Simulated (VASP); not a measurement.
# Fe (Fd-3m) in VASP: relaxation of cell and atoms with PBEsol

Aim: the relaxation of cell and atoms of Fe with PBEsol.

Program: VASP 6.6.1. These are calculated values, not measurements. Logs are shortened: lines on timing, memory, paths and dates and some standing lists are left out, and cuts for length are marked.

### Step 1. The cell of the first run

The structure is cubic, space group Fd-3m (No. 227). The conventional cell has a = 5.029 Å, b = 5.029 Å, c = 5.029 Å, α = 90.00°, β = 90.00°, γ = 90.00°. Fe (site symmetry -43m) has 4 Fe at 2.18 Å within 2.9 Å.

This isn't the form of Fe at room conditions, which is bcc.

### Step 2. Relaxation of cell and atoms, PBEsol

INCAR reads:

```
PREC = Accurate
ENCUT = 600
EDIFF = 1E-7
ISMEAR = -1
SIGMA = 0.1
LREAL = False
LASPH = True
NELM = 120
ALGO = Normal
ISIF = 3
LWAVE = False
LCHARG = False
GGA = PS
IBRION = 2
NSW = 80
EDIFFG = -0.01
GGA_COMPAT = False
NELMIN = 4
```

KPOINTS reads:

```
Automatic mesh
0
Gamma
  11 11 11
```

POSCAR reads:

```
Fe
1.0
    0.0000000000      2.5145090540      2.5145090540
    2.5145090540      0.0000000000      2.5145090540
    2.5145090540      2.5145090540      0.0000000000
Fe
2
Direct
    0.1250000000      0.1250000000      0.1250000000
    0.8750000000      0.8750000000      0.8750000000
```

Potentials or basis: VASP PAW PBE potentials, release 64 (Fe_sv).

Run with:

```bash
cat potpaw_PBE.64/Fe_sv/POTCAR > POTCAR
mpirun -np 1 vasp_std > vasp.out
```

OUTCAR:

```text
PREC = Accurate
   ENCUT = 600
   EDIFF = 1E-7
   ISMEAR = -1
   LREAL = False
   LASPH = True
   NELM = 120
   ISIF = 3
   GGA = PS
   IBRION = 2
   NSW = 80
   EDIFFG = -0.01
   NELMIN = 4

 ion  position               nearest neighbor table
   1  0.125  0.125  0.125-   2 2.18   2 2.18   2 2.18   2 2.18
   2  0.875  0.875  0.875-   1 2.18   1 2.18   1 2.18   1 2.18

  LATTYP: Found a face centered cubic cell.
 ALAT       =     5.0290181080

  Lattice vectors:

 A1 = (   0.0000000000,   2.5145090540,   2.5145090540)
 A2 = (   2.5145090540,   0.0000000000,   2.5145090540)
 A3 = (   2.5145090540,   2.5145090540,   0.0000000000)

Analysis of symmetry for initial positions (statically):
=====================================================================
 Subroutine PRICEL returns:
 Original cell was already a primitive cell.

 Routine SETGRP: Setting up the symmetry group for a
 face centered cubic supercell.

 Subroutine GETGRP returns: Found 48 space group operations
 (whereof 12 operations were pure point group operations)
 out of a pool of 48 trial point group operations.

The static configuration has the point symmetry D_3d.
 The point group associated with its full space group is O_h .

Analysis of symmetry for dynamics (positions and initial velocities):
=====================================================================
 Subroutine PRICEL returns:
 Original cell was already a primitive cell.

 Routine SETGRP: Setting up the symmetry group for a
 face centered cubic supercell.

 Subroutine GETGRP returns: Found 48 space group operations
 (whereof 12 operations were pure point group operations)
 out of a pool of 48 trial point group operations.

The dynamic configuration has the point symmetry D_3d.
 The point group associated with its full space group is O_h .

 Subroutine INISYM returns: Found 48 space group operations
 (whereof 12 operations are pure point group operations),
 and found     1 'primitive' translations

----------------------------------------------------------------------------------------

                                     Primitive cell

  volume of cell :      31.7973

  direct lattice vectors                    reciprocal lattice vectors
     0.000000000  2.514509054  2.514509054    -0.198845973  0.198845973  0.198845973
     2.514509054  0.000000000  2.514509054     0.198845973 -0.198845973  0.198845973
     2.514509054  2.514509054  0.000000000     0.198845973  0.198845973 -0.198845973

  length of vectors
     3.556052807  3.556052807  3.556052807     0.344411328  0.344411328  0.344411328

  position of ions in fractional coordinates (direct lattice)
     0.125000000  0.125000000  0.125000000
     0.875000000  0.875000000  0.875000000

  ion indices of the primitive-cell ions
   primitive index   ion index
                 1           1
                 2           2

----------------------------------------------------------------------------------------

 KPOINTS: Automatic mesh

Automatic generation of k-mesh.
 Grid dimensions read from file:
 generate k-points for:   11   11   11

 Generating k-lattice:

  Cartesian coordinates                     Fractional coordinates (reciprocal lattice)
    -0.018076907  0.018076907  0.018076907     0.090909091  0.000000000  0.000000000
     0.018076907 -0.018076907  0.018076907     0.000000000  0.090909091  0.000000000
     0.018076907  0.018076907 -0.018076907     0.000000000  0.000000000  0.090909091

  Length of vectors
     0.031310121  0.031310121  0.031310121

  Shift w.r.t. Gamma in fractional coordinates (k-lattice)
     0.000000000  0.000000000  0.000000000

 Subroutine IBZKPT returns following result:
 ===========================================

 Found     56 irreducible k-points:

 Following reciprocal coordinates:
            Coordinates               Weight
  0.000000  0.000000  0.000000      1.000000
  0.090909  0.000000  0.000000      8.000000
  0.181818  0.000000  0.000000      8.000000
  0.272727  0.000000  0.000000      8.000000
  0.363636  0.000000  0.000000      8.000000
  0.454545  0.000000  0.000000      8.000000
[... 16 lines left out ...]
 -0.272727  0.181818  0.000000     24.000000
 -0.181818  0.181818  0.000000     12.000000
 [... further k-points ...]
   k-points           NKPTS =     56   k-points in BZ     NKDIM =     56   number of bands    NBANDS=     20
   number of dos      NEDOS =    301   number of ions     NIONS =      2
   total plane-waves  NPLWV =  21952
   dimension x,y,z NGX =    28 NGY =   28 NGZ =   28
   dimension x,y,z NGXF=    56 NGYF=   56 NGZF=   56
   ions per type =               2
   NGX,Y,Z   is equivalent  to a cutoff of  13.09, 13.09, 13.09 a.u.
   NGXF,Y,Z  is equivalent  to a cutoff of  26.18, 26.18, 26.18 a.u.
 SYSTEM =  unknown system
   PREC   = accura    normal or accurate (medium, high low for compatibility)
   ISTART =      0    job   : 0-new  1-cont  2-samecut
   ICHARG =      2    charge: 1-file 2-atom 10-const
   ISPIN  =      1    spin polarized calculation?
   LNONCOLLINEAR =      F non collinear calculations
   LSORBIT =      F    spin-orbit coupling
   LASPH  =      T    aspherical Exc in radial PAW
   ENCUT  =  600.0 eV  44.10 Ry    6.64 a.u.   7.10  7.10  7.10*2*pi/ulx,y,z
   NELM   =    120;   NELMIN=  4; NELMDL= -5     # of ELM steps
   EDIFF  = 0.1E-06   stopping-criterion for ELM
   LREAL  =      F    real-space projection
   EDIFFG = -.1E-01   stopping-criterion for IOM
   NSW    =     80    number of steps for IOM
   IBRION =      2    ionic relax: 0-MD 1-quasi-New 2-CG
   NFREE  =      1    steps in history (QN), initial steepest desc. (CG)
   ISIF   =      3    stress and relaxation
   ISYM   =      2    0-nonsym 1-usesym 2-fastsym
   POTIM  = 0.5000    time-step for ionic-motion
   TEBEG  =    0.0;   TEEND  =   0.0 temperature during run
   PSTRESS=    0.0 pullay stress
   NELECT =      32.0000    total number of electrons
   NUPDOWN=      -1.0000    fix difference up-down
   EMIN   =  10.00;   EMAX   =-10.00  energy-range for DOS
   EFERMI =   0.00;   METHOD = LEGACY
   ISMEAR =    -1;   SIGMA  =   0.10  broadening in eV -4-tet -1-fermi 0-gaus
   EFERMI_NEDOS =   21; number of points for ismear=-14 and -15
   IALGO  =     38    algorithm
   IMIX   =      4    mixing-type and parameters
     AMIX     =   0.40;   BMIX     =  1.00
     AMIX_MAG =   1.60;   BMIX_MAG =  1.00
  volume/ion in A,a.u.               =      15.90       107.29
  Fermi-wavevector in a.u.,A,eV,Ry     =   1.640571  3.100229 36.619703  2.691472
  Thomas-Fermi vector in A             =   2.731187
   LORBIT       =      0    0 simple, 1 ext, 2 COOP (PROOUT), +10 PAW based schemes
   GGA     = PS    functional components
   LHFCALC =     F    Hartree Fock is set to
   AEXX    =    0.0000 exact exchange contribution
   IVDW    =     0    specifies the selected vdW correction
   LEPSILON=     F    determine dielectric tensor
   LRPA    =     F    only Hartree local field effects (RPA)
 conjugate gradient relaxation of ions
 non-spin polarized calculation
  energy-cutoff  :      600.00
  volume of cell :       31.80
 maximum number of plane-waves:      1071
   NGX = 15   NGY = 15   NGZ = 15

--------------------------------------- Ionic step        1  -------------------------------------------

 number of electron      32.0000027 magnetization

 Free energy of the ion-electron system (eV)
  ---------------------------------------------------
  ext. energy  EPLUGINS =         0.00000000
  ---------------------------------------------------
  free energy    TOTEN  =       -15.24646871 eV

  energy without entropy =      -15.15223365  energy(sigma->0) =      -15.19935118

------------------------ aborting loop because EDIFF is reached ----------------------------------------

  FORCE on cell =-STRESS in cart. coord.  units (eV):
  Direction    XX          YY          ZZ          XY          YZ          ZX
  --------------------------------------------------------------------------------------
  -------------------------------------------------------------------------------------
  Total       -3.8860019     -3.8860019     -3.8860019      0.0000000      0.0000000      0.0000000
  in kB     -195.8050917   -195.8050917   -195.8050917      0.0000000      0.0000000      0.0000000
  external PRESSURE =    -195.8050917 kB  Pullay stress =       0.0000000 kB
[... 21 lines left out ...]
  energy  without entropy=      -15.1522336530  energy(sigma->0) =      -15.19935118

--------------------------------------- Ionic step        2  -------------------------------------------

 number of electron      31.9999981 magnetization

 E-fermi :  11.3017     XC(G=0): -13.3312

 val. band max:       11.2857260328   @ k =   0.4545   0.2727   0.0909
 cond. band min:      11.3029545106   @ k =   0.2727   0.1818   0.0000
 fundamental gap:      0.0172284779
 Fermi energy:        11.3017189982

 k-point     1 :       0.0000    0.0000    0.0000
  band No.  band energies     occupation
      1     -75.9396      2.00000
      2     -75.1422      2.00000
      3     -42.3209      2.00000
      4     -42.3209      2.00000
      5     -42.3209      2.00000
      6     -41.2992      2.00000
[... 12 lines left out ...]
     19      12.9835      0.00000
[... 599 lines left out ...]
  energy  without entropy=      -15.4654070748  energy(sigma->0) =      -15.50518145

--------------------------------------- Ionic step        4  -------------------------------------------

 number of electron      31.9999986 magnetization

 Free energy of the ion-electron system (eV)
  ---------------------------------------------------
  ext. energy  EPLUGINS =         0.00000000
  ---------------------------------------------------
  free energy    TOTEN  =       -15.54526139 eV

  energy without entropy =      -15.46606125  energy(sigma->0) =      -15.50566132

 E-fermi :   9.0282     XC(G=0): -12.4471

 val. band max:        9.0271735457   @ k =   0.2727   0.1818   0.0000
 cond. band min:       9.0360680870   @ k =   0.4545   0.3636   0.0909
 fundamental gap:      0.0088945413
 Fermi energy:         9.0281854747

 k-point     1 :       0.0000    0.0000    0.0000
  band No.  band energies     occupation
      1     -77.8913      2.00000
      2     -77.4152      2.00000
      3     -44.2311      2.00000
      4     -44.2311      2.00000
      5     -44.2311      2.00000
      6     -43.5444      2.00000
[... 12 lines left out ...]
     19      10.3741      0.00000
[... 559 lines left out ...]
  FREE ENERGIE OF THE ION-ELECTRON SYSTEM (eV)
  ---------------------------------------------------
  free  energy   TOTEN  =       -15.5452613870 eV

  energy  without entropy=      -15.4660612519  energy(sigma->0) =      -15.50566132

 reached required accuracy - stopping structural energy minimisation
```

Wall time 2.4 min (1 thread of AMD EPYC 7R43 (Zen 3), shared host); peak memory 0.14 GiB.

Results:

```
Free energy                           : -15.5453 eV
Relaxed volume                        : 13.77 Å³/atom
Relaxed cell                          : a = 3.390 Å, b = 3.390 Å, c = 3.390 Å, α = 60.00°, β = 60.00°, γ = 60.00°
Space group after relaxing (to 0.1 Å) : Fd-3m (No. 227)
Energy gained by relaxing             : 149.4 meV/atom
Ionic steps                           : 4
Pressure after relaxing               : -0.1 GPa
Band gap on the k mesh                : zero (bands 16 and 17 overlap by 0.71 eV)
```

Step by step:
| step | energy change (eV) | largest force (eV/Å) | pressure (GPa) | volume (Å³) |
| --- | --- | --- | --- | --- |
| 1 | 0.0000 | 0.0000 | -19.58 | 31.80 |
| 2 | 0.1082 | 0.0000 | 38.48 | 23.67 |
| 3 | -0.2985 | 0.0000 | -0.81 | 27.64 |
| 4 | -0.2988 | 0.0000 | -0.11 | 27.54 |

Final structure:
```
Fe
1.0
     0.00000    2.39692    2.39692
     2.39692    0.00000    2.39692
     2.39692    2.39692    0.00000
Fe
2
Direct
  0.12500 0.12500 0.12500
  0.87500 0.87500 0.87500
```

Caveat: the PAW data sets were made with another functional, which shifts forces and pressure a little; the run has no spin polarisation, though such a crystal can be magnetic. Spin polarisation is off, so any magnetic state and its effect on volume and gap are missing.
